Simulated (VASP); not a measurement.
# BiTe (Fm-3m) in VASP: further runs

Runs on BiTe. Level: PBEsol. Tasks: single point.

All numbers are computed with VASP 6.6.1; they aren't measurements. Logs are shortened: lines on timing, memory, paths and dates and some standing lists are left out, and cuts for length are marked.

**1. The cell of the first run**

It takes space group Fm-3m (No. 225, cubic). Conventional cell: a = 6.513 Å, b = 6.513 Å, c = 6.513 Å, α = 90.00°, β = 90.00°, γ = 90.00°. Bi (site symmetry m-3m) has 6 Te at 3.26 Å within 4.3 Å. Within 4.3 Å of Te (site symmetry m-3m) lie 6 Bi at 3.26 Å.

**2. Single point, PBEsol, non-collinear spin, zero start, spin-orbit coupling (34.53 Å³/atom)**

Input file INCAR:

```
  PREC = Accurate
  ENCUT = 520
  EDIFF = 1E-6
  ISMEAR = 0
  SIGMA = 0.01
  LREAL = False
  LASPH = True
  NELM = 150
  ALGO = Normal
  ISIF = 2
  LWAVE = False
  LCHARG = False
  MAGMOM = 0 0 0 0 0 0
  LORBIT = 11
  LSORBIT = True
  GGA_COMPAT = False
  LORBMOM = True
  GGA = PS
  NBANDS = 33
```

Input file KPOINTS:

```
Automatic mesh
0
Gamma
  5 5 5
```

Input file POSCAR:

```
BiTe
1.0
    0.0000000000      3.2564244654      3.2564244654
    3.2564244654      0.0000000000      3.2564244654
    3.2564244654      3.2564244654      0.0000000000
Bi Te
1 1
Direct
    0.0000000000      0.0000000000      0.0000000000
    0.5000000000      0.5000000000      0.5000000000
```

Potentials or basis: VASP PAW PBE potentials, release 64 (Bi_d, Te).

Command:

```console
cat potpaw_PBE.64/Bi_d/POTCAR potpaw_PBE.64/Te/POTCAR > POTCAR
mpirun -np 1 vasp_ncl > vasp.out
```

OUTCAR:

```text
PREC = Accurate
   ENCUT = 520
   EDIFF = 1E-6
   ISMEAR = 0
   LREAL = False
   LASPH = True
   NELM = 150
   ISIF = 2
   LORBIT = 11
   LSORBIT = True
   GGA = PS

 ion  position               nearest neighbor table
   1  0.000  0.000  0.000-   2 3.26   2 3.26   2 3.26   2 3.26   2 3.26   2 3.26
   2  0.500  0.500  0.500-   1 3.26   1 3.26   1 3.26   1 3.26   1 3.26   1 3.26

  LATTYP: Found a face centered cubic cell.
 ALAT       =     6.5128489308

  Lattice vectors:

 A1 = (   0.0000000000,   3.2564244654,   3.2564244654)
 A2 = (   3.2564244654,   0.0000000000,   3.2564244654)
 A3 = (   3.2564244654,   3.2564244654,   0.0000000000)

Analysis of symmetry for initial positions (statically):
=====================================================================
 Subroutine PRICEL returns:
 Original cell was already a primitive cell.

 Routine SETGRP: Setting up the symmetry group for a
 face centered cubic supercell.

 Subroutine GETGRP returns: Found 48 space group operations
 (whereof 48 operations were pure point group operations)
 out of a pool of 48 trial point group operations.

The static configuration has the point symmetry O_h .

Analysis of symmetry for dynamics (positions and initial velocities):
=====================================================================
 Subroutine PRICEL returns:
 Original cell was already a primitive cell.

 Routine SETGRP: Setting up the symmetry group for a
 face centered cubic supercell.

 Subroutine GETGRP returns: Found 48 space group operations
 (whereof 48 operations were pure point group operations)
 out of a pool of 48 trial point group operations.

The dynamic configuration has the point symmetry O_h .

Analysis of structural, dynamic, and magnetic symmetry:
=====================================================================
 Subroutine PRICEL returns:
 Original cell was already a primitive cell.

 Routine SETGRP: Setting up the symmetry group for a
 face centered cubic supercell.

 Subroutine GETGRP returns: Found 48 space group operations
 (whereof 48 operations were pure point group operations)
 out of a pool of 48 trial point group operations.

The overall configuration has the point symmetry O_h .

 Subroutine INISYM returns: Found 48 space group operations
 (whereof 48 operations are pure point group operations),
 and found     1 'primitive' translations

----------------------------------------------------------------------------------------

                                     Primitive cell

  volume of cell :      69.0642

  direct lattice vectors                    reciprocal lattice vectors
     0.000000000  3.256424465  3.256424465    -0.153542637  0.153542637  0.153542637
     3.256424465  0.000000000  3.256424465     0.153542637 -0.153542637  0.153542637
     3.256424465  3.256424465  0.000000000     0.153542637  0.153542637 -0.153542637

  length of vectors
     4.605279644  4.605279644  4.605279644     0.265943649  0.265943649  0.265943649

  position of ions in fractional coordinates (direct lattice)
     0.000000000  0.000000000  0.000000000
     0.500000000  0.500000000  0.500000000

  ion indices of the primitive-cell ions
   primitive index   ion index
                 1           1
                 2           2

----------------------------------------------------------------------------------------

 KPOINTS: Automatic mesh

Automatic generation of k-mesh.
 Grid dimensions read from file:
 generate k-points for:    5    5    5

 Generating k-lattice:

  Cartesian coordinates                     Fractional coordinates (reciprocal lattice)
    -0.030708527  0.030708527  0.030708527     0.200000000  0.000000000  0.000000000
     0.030708527 -0.030708527  0.030708527     0.000000000  0.200000000  0.000000000
     0.030708527  0.030708527 -0.030708527     0.000000000  0.000000000  0.200000000

  Length of vectors
     0.053188730  0.053188730  0.053188730

  Shift w.r.t. Gamma in fractional coordinates (k-lattice)
     0.000000000  0.000000000  0.000000000

 Subroutine IBZKPT returns following result:
 ===========================================

 Found     10 irreducible k-points:

 Following reciprocal coordinates:
            Coordinates               Weight
  0.000000  0.000000  0.000000      1.000000
  0.200000  0.000000  0.000000      8.000000
  0.400000  0.000000  0.000000      8.000000
  0.200000  0.200000  0.000000      6.000000
  0.400000  0.200000  0.000000     24.000000
 -0.400000  0.200000  0.000000     24.000000
 -0.200000  0.200000  0.000000     12.000000
  0.400000  0.400000  0.000000      6.000000
[... 26 lines left out ...]
   ISIF   =      2    stress and relaxation
   ISYM   =      2    0-nonsym 1-usesym 2-fastsym
   POTIM  = 0.5000    time-step for ionic-motion
   TEBEG  =    0.0;   TEEND  =   0.0 temperature during run
   PSTRESS=    0.0 pullay stress
   NELECT =      21.0000    total number of electrons
   NUPDOWN=      -1.0000    fix difference up-down
   EMIN   =  10.00;   EMAX   =-10.00  energy-range for DOS
   EFERMI =   0.00;   METHOD = LEGACY
   ISMEAR =     0;   SIGMA  =   0.01  broadening in eV -4-tet -1-fermi 0-gaus
   EFERMI_NEDOS =   21; number of points for ismear=-14 and -15
   IALGO  =     38    algorithm
   IMIX   =      4    mixing-type and parameters
     AMIX     =   0.40;   BMIX     =  1.00
     AMIX_MAG =   1.60;   BMIX_MAG =  1.00
  volume/ion in A,a.u.               =      34.53       233.03
  Fermi-wavevector in a.u.,A,eV,Ry     =   1.100855  2.080315 16.488662  1.211882
  Thomas-Fermi vector in A             =   2.237273
   LORBIT       =     11    0 simple, 1 ext, 2 COOP (PROOUT), +10 PAW based schemes
   GGA     = PS    functional components
   LHFCALC =     F    Hartree Fock is set to
   AEXX    =    0.0000 exact exchange contribution
   IVDW    =     0    specifies the selected vdW correction
   LEPSILON=     F    determine dielectric tensor
   LRPA    =     F    only Hartree local field effects (RPA)
 Gauss-broadening in eV      SIGMA  =   0.01
  energy-cutoff  :      520.00
  volume of cell :       69.06
 maximum number of plane-waves:      3750
 NGX is ok and might be reduce to    36
   NGX = 17   NGY = 17   NGZ = 17

 number of electron      21.0000000 magnetization       0.0000000      0.0000000      0.0000000

 number of electron      20.9999995 magnetization       0.0000000     -0.0000000     -0.0000000

 number of electron      20.9999995 magnetization      -0.0000000      0.0000000      0.0000000

 Free energy of the ion-electron system (eV)
  ---------------------------------------------------
  ext. energy  EPLUGINS =         0.00000000
  ---------------------------------------------------
  free energy    TOTEN  =        -8.85764732 eV

  energy without entropy =       -8.85728903  energy(sigma->0) =       -8.85746817

 E-fermi :   6.1952     XC(G=0):  -9.4753

 val. band max:        6.1940822388   @ k =   0.4000   0.0000   0.0000
 cond. band min:       6.2207313636   @ k =  -0.4000   0.4000   0.2000
 fundamental gap:      0.0266491247
 Fermi energy:         6.1951864342

 k-point     1 :       0.0000    0.0000    0.0000
  band No.  band energies     occupation
      1     -18.3745      1.00000
      2     -18.3745      1.00000
      3     -18.3745      1.00000
      4     -18.3745      1.00000
      5     -15.4117      1.00000
      6     -15.4117      1.00000
[... 349 lines left out ...]
     32      14.9655      0.00000
     33      15.2676      0.00000

------------------------ aborting loop because EDIFF is reached ----------------------------------------

  FORCE on cell =-STRESS in cart. coord.  units (eV):
  Direction    XX          YY          ZZ          XY          YZ          ZX
  --------------------------------------------------------------------------------------
  -------------------------------------------------------------------------------------
  Total       -0.3180350     -0.3180350     -0.3180350     -0.0000000      0.0000000      0.0000000
  in kB       -7.3778958     -7.3778958     -7.3778958     -0.0000000      0.0000000      0.0000000
  external PRESSURE =      -7.3778958 kB  Pullay stress =       0.0000000 kB

 VOLUME and BASIS-vectors are now :
 -----------------------------------------------------------------------------
  energy-cutoff  :      520.00
  volume of cell :       69.06
      direct lattice vectors                 reciprocal lattice vectors
     0.000000000  3.256424465  3.256424465    -0.153542637  0.153542637  0.153542637
     3.256424465  0.000000000  3.256424465     0.153542637 -0.153542637  0.153542637
     3.256424465  3.256424465  0.000000000     0.153542637  0.153542637 -0.153542637

 POSITION                                       TOTAL-FORCE (eV/Angst)
 -----------------------------------------------------------------------------------
      0.00000      0.00000      0.00000        -0.000000     -0.000000     -0.000000
      3.25642      3.25642      3.25642         0.000000      0.000000      0.000000
 -----------------------------------------------------------------------------------
    total drift:                               -0.000000      0.000000      0.000000

  FREE ENERGIE OF THE ION-ELECTRON SYSTEM (eV)
  ---------------------------------------------------
  free  energy   TOTEN  =        -8.8576473198 eV

  energy  without entropy=       -8.8572890265  energy(sigma->0) =       -8.85746817

 orbital moment (x)

 # of ion     p       d       tot
 ----------------------------------------
  1         0.000   0.000   0.000
  2         0.000   0.000   0.000
 ----------------------------------------
            0.000   0.000   0.000

 orbital moment (y)

 # of ion     p       d       tot
 ----------------------------------------
  1         0.000  -0.000  -0.000
  2         0.000  -0.000  -0.000
 ----------------------------------------
            0.000  -0.000  -0.000

 orbital moment (z)

 # of ion     p       d       tot
 ----------------------------------------
  1         0.000  -0.000  -0.000
  2         0.000  -0.000   0.000
 ----------------------------------------
            0.000  -0.000   0.000

 Spin-Orbit-Coupling matrix elements

 Ion:    1  E_soc:     -1.9672534
 l=   1
     0.0000000    -0.2622037    -0.2622037
    -0.2622037     0.0000000    -0.2622037
    -0.2622037    -0.2622037     0.0000000
 l=   2
     0.0000000    -0.0131426     0.0000000    -0.0131426    -0.0525292
    -0.0131426     0.0000000    -0.0393969    -0.0131426    -0.0131323
     0.0000000    -0.0393969     0.0000000    -0.0393969     0.0000000
    -0.0131426    -0.0131426    -0.0393969     0.0000000    -0.0131323
    -0.0525292    -0.0131323     0.0000000    -0.0131323     0.0000000
 l=   3
     0.0000000     0.0000000     0.0000000     0.0000000     0.0000000     0.0000000     0.0000000
     0.0000000     0.0000000     0.0000000     0.0000000     0.0000000     0.0000000     0.0000000
     0.0000000     0.0000000     0.0000000     0.0000000     0.0000000     0.0000000     0.0000000
     0.0000000     0.0000000     0.0000000     0.0000000     0.0000000     0.0000000     0.0000000
     0.0000000     0.0000000     0.0000000     0.0000000     0.0000000     0.0000000     0.0000000
     0.0000000     0.0000000     0.0000000     0.0000000     0.0000000     0.0000000     0.0000000
     0.0000000     0.0000000     0.0000000     0.0000000     0.0000000     0.0000000     0.0000000

 Ion:    2  E_soc:     -0.2415204
 l=   1
     0.0000000    -0.0404518    -0.0404518
    -0.0404518     0.0000000    -0.0404518
    -0.0404518    -0.0404518     0.0000000
 l=   2
     0.0000000    -0.0000022     0.0000000    -0.0000022     0.0002006
    -0.0000022     0.0000000     0.0001504    -0.0000022     0.0000501
     0.0000000     0.0001504     0.0000000     0.0001504     0.0000000
    -0.0000022    -0.0000022     0.0001504     0.0000000     0.0000501
     0.0002006     0.0000501     0.0000000     0.0000501     0.0000000
 l=   3
     0.0000000     0.0000000     0.0000000     0.0000000     0.0000000     0.0000000     0.0000000
     0.0000000     0.0000000     0.0000000     0.0000000     0.0000000     0.0000000     0.0000000
     0.0000000     0.0000000     0.0000000     0.0000000     0.0000000     0.0000000     0.0000000
     0.0000000     0.0000000     0.0000000     0.0000000     0.0000000     0.0000000     0.0000000
     0.0000000     0.0000000     0.0000000     0.0000000     0.0000000     0.0000000     0.0000000
     0.0000000     0.0000000     0.0000000     0.0000000     0.0000000     0.0000000     0.0000000
     0.0000000     0.0000000     0.0000000     0.0000000     0.0000000     0.0000000     0.0000000

 total charge

# of ion       s       p       d       tot
------------------------------------------
    1        1.564   1.186   9.927  12.676
    2        1.406   1.898   0.028   3.332
--------------------------------------------------
tot          2.970   3.083   9.954  16.008

 magnetization (x)

# of ion       s       p       d       tot
------------------------------------------
    1        0.000  -0.000   0.000  -0.000
    2        0.000   0.000   0.000   0.000
--------------------------------------------------
tot          0.000  -0.000   0.000   0.000

 magnetization (y)

# of ion       s       p       d       tot
------------------------------------------
    1        0.000  -0.000  -0.000   0.000
    2        0.000  -0.000   0.000  -0.000
--------------------------------------------------
tot          0.000  -0.000  -0.000  -0.000

 magnetization (z)

# of ion       s       p       d       tot
------------------------------------------
    1       -0.000  -0.000   0.000  -0.000
    2        0.000   0.000   0.000   0.000
--------------------------------------------------
tot         -0.000   0.000   0.000  -0.000
```

Wall time 92 s (1 thread of Intel Xeon 8259CL, shared host); peak memory 0.39 GiB.

What came out:

- Free energy: -8.8576 eV
- Pressure: -0.7 GPa
- Net moment: 0.00 μB per cell
- Valence electrons inside the program's atomic spheres: Bi 12.68; Te 3.33

Moments on the atoms (μB; x, y, z):
```
Bi  0.00 0.00 0.00
Te  0.00 0.00 0.00
```

Caveat: the PAW data sets were made with another functional, which shifts forces and pressure a little.

**3. Single point, PBEsol, non-collinear spin, zero start, spin-orbit coupling (35.21 Å³/atom)**

This run uses another cell than the first one, of 35.21 Å³/atom.

Input file INCAR:

```
SYSTEM = BiTe
PREC = Accurate
ENCUT = 520
EDIFF = 1E-7
ISMEAR = 0
SIGMA = 0.01
LREAL = .FALSE.
LASPH = .TRUE.
NELM = 150
ALGO = Normal
ISIF = 2
LWAVE = .FALSE.
LCHARG = .FALSE.
MAGMOM = 0 0 0 0 0 0
LORBIT = 11
LSORBIT = .TRUE.
GGA_COMPAT = .FALSE.
LORBMOM = .TRUE.
GGA = PS
NBANDS = 33
```

Input file KPOINTS:

```
Automatic mesh
0
G
  5 5 5
  0 0 0
```

Input file POSCAR:

```
BiTe
1.0
    0.0000000000      3.2775706714      3.2775706714
    3.2775706714      0.0000000000      3.2775706714
    3.2775706714      3.2775706714      0.0000000000
Bi Te
1 1
Direct
    0.0000000000      0.0000000000      0.0000000000
    0.5000000000      0.5000000000      0.5000000000
```

Potentials or basis: VASP PAW PBE potentials, release 64 (Bi_d, Te).

Command:

```console
cat potpaw_PBE.64/Bi_d/POTCAR potpaw_PBE.64/Te/POTCAR > POTCAR
mpirun -np 1 vasp_ncl > vasp.out
```

It took 1.7 min on 1 thread of Intel Xeon 8259CL, shared host; peak memory 0.4 GiB.

The run converged. Its results:

- Free energy: -8.8484 eV
- Pressure: -1.5 GPa
- Net moment: 0.00 μB per cell
- Valence electrons inside the program's atomic spheres: Bi 12.66; Te 3.32

Moments on the atoms (μB; x, y, z):
```
Bi  0.00 0.00 0.00
Te  0.00 0.00 0.00
```

Caveat: the PAW data sets were made with another functional, which shifts forces and pressure a little.

**4. Single point, PBEsol, non-collinear spin, zero start, spin-orbit coupling (35.89 Å³/atom)**

This run uses another cell than the first one, of 35.89 Å³/atom.

Input file INCAR:

```
PREC     = Accurate       # precision mode
ENCUT    = 520            # plane-wave cutoff, eV
EDIFF    = 1E-6           # SCF threshold, eV
ISMEAR   = 0              # smearing method
SIGMA    = 0.01           # smearing width, eV
LREAL    = False          # projectors in reciprocal space
LASPH    = True           # aspherical terms in the spheres
NELM     = 150            # most SCF steps
ALGO     = Normal         # electronic algorithm
ISIF     = 2              # what is computed and relaxed
LWAVE    = False          # write WAVECAR
LCHARG   = False          # write CHGCAR
MAGMOM   = 0 0 0 0 0 0    # initial moments
LORBIT   = 11             # projections on sites
LSORBIT  = True           # spin-orbit coupling
GGA_COMPAT= False        
LORBMOM  = True         
GGA      = PS             # functional
NBANDS   = 33             # bands
```

Input file KPOINTS:

```
regular mesh
0
Gamma
  5 5 5
```

Input file POSCAR:

```
BiTe
1.0
    0.0000000000      3.2984474805      3.2984474805
    3.2984474805      0.0000000000      3.2984474805
    3.2984474805      3.2984474805      0.0000000000
Bi Te
1 1
Direct
    0.0000000000      0.0000000000      0.0000000000
    0.5000000000      0.5000000000      0.5000000000
```

Command:

```console
cat potpaw_PBE.64/Bi_d/POTCAR potpaw_PBE.64/Te/POTCAR > POTCAR
mpirun -np 1 vasp_ncl > vasp.out
```

Run time: 1.9 min. Hardware: 1 thread of Intel Xeon 8259CL, shared host; peak memory 0.39 GiB.

It converged, with:

```
Free energy                                           : -8.8334 eV
Pressure                                              : -2.1 GPa
Net moment                                            : 0.00 μB per cell
Valence electrons inside the program's atomic spheres : Bi 12.65; Te 3.32
```

Moments on the atoms (μB; x, y, z):
```
Bi  0.00 0.00 0.00
Te  0.00 0.00 0.00
```

Caveat: the PAW data sets were made with another functional, which shifts forces and pressure a little.

**5. The runs side by side**

| cell | pressure (GPa) | moment (μB) |
| --- | --- | --- |
| a = 4.605 Å, angles 60.0°, 2 atoms | -0.7 | 0.00 |
| a = 4.635 Å, angles 60.0°, 2 atoms | -1.5 | 0.00 |
| a = 4.665 Å, angles 60.0°, 2 atoms | -2.1 | 0.00 |

Alike in all rows: task single point; level PBEsol; potentials or basis VASP PAW PBE potentials, release 64 (Bi_d, Te); spin non-collinear, zero start, SOC; k mesh 5 × 5 × 5; cutoff (eV) 520; smearing gaussian 0.01 eV.

Caveats: the PAW data sets were made with another functional, which shifts forces and pressure a little.

Absolute energies hang on the potentials; compare differences alone.
